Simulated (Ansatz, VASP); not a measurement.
# B3N2 in VASP and in Ansatz

```
CELL_PARAMETERS angstrom
3.69117 0.00000 0.00000
-1.84558 3.19665 0.00000
0.00000 0.00000 3.53786
ATOMIC_POSITIONS crystal
B 0.50000 0.00000 0.00000
B 0.00000 0.50000 0.00000
B 0.50000 0.50000 0.00000
N 0.00000 0.00000 0.32398
N 0.00000 0.00000 0.67602
```

Alike in both runs: task single point; functional PBE; k mesh 6 × 6 × 6; occupations gaussian, width 0.1 eV; no spin polarisation.

|  | VASP | Ansatz |
| --- | --- | --- |
| version | VASP 6.6.1 | Ansatz 0.2.0 |
| potentials or method | VASP PAW PBE potentials, release 64 (B, N), cutoff 520 eV | scalar-relativistic, plane waves, PAW |
| valence electrons in the cell | 19 | 19 |

|  | VASP | Ansatz | Ansatz less VASP |
| --- | --- | --- | --- |
| gap on the k mesh at the Fermi level (eV) | none | none | - |
| pressure (GPa) | -5.3 | -5.3 | -0.04 |
| traceless stress, the component that is largest in VASP (GPa) | 35.20 | 34.49 | -0.707 |
| rms of the force components (eV/Å) | 0.060 | 0.137 | +0.0773 |

Atom by atom the forces differ by 0.077 eV/Å (rms over components). A gap of «none» marks a metal or a gap that the smearing closes. With one functional, cell and mesh, what is left measures potentials, basis and numerics.

Noted on VASP's run: the standard files for N, O and F lose accuracy on very short bonds.
